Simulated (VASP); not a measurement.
Crystal: LiBr.

```
Li Br
1.0
     0.00000    2.75445    2.75445
     2.75445    0.00000    2.75445
     2.75445    2.75445    0.00000
Li Br
1 1
Direct
  0.00000 0.00000 0.00000
  0.50000 0.50000 0.50000
```

```yaml
Program: VASP 6.6.1
Task: relaxation of cell and atoms
Functional: PBEsol
Potentials_or_basis: VASP PAW PBE potentials, release 64 (Li_sv, Br)
Cutoff: 750 eV
k_mesh: 8 × 8 × 8
Occupations: fermi-dirac, width 0.02 eV
Spin: no spin polarisation
```

At the start: pressure -1.4 GPa; volume 20.90 Å³/atom.

Q: How do energy, volume and symmetry change on relaxing?

A: Over 4 steps the energy falls by 5.1 meV/atom and the volume is 19.79 Å³/atom (-5.3 %); space group Fm-3m (No. 225, to 0.1 Å) before and after.

The path:
| step | energy change (eV) | largest force (eV/Å) | pressure (GPa) | volume (Å³) |
| --- | --- | --- | --- | --- |
| 1 | 0.0000 | 0.0000 | -1.41 | 41.80 |
| 2 | -0.0075 | 0.0000 | -0.76 | 40.70 |
| 3 | -0.0102 | 0.0000 | -0.04 | 39.64 |
| 4 | -0.0102 | 0.0000 | 0.00 | 39.58 |

Final structure:
```yaml
crystal:
  lattice:
    - [0.00000, 2.70487, 2.70487]
    - [2.70487, 0.00000, 2.70487]
    - [2.70487, 2.70487, 0.00000]
  atoms:
    - { symbol: Li, position: [0.00000, 0.00000, 0.00000] }
    - { symbol: Br, position: [0.50000, 0.50000, 0.50000] }
```

Caveat: the PAW data sets were made with another functional, which shifts forces and pressure a little.
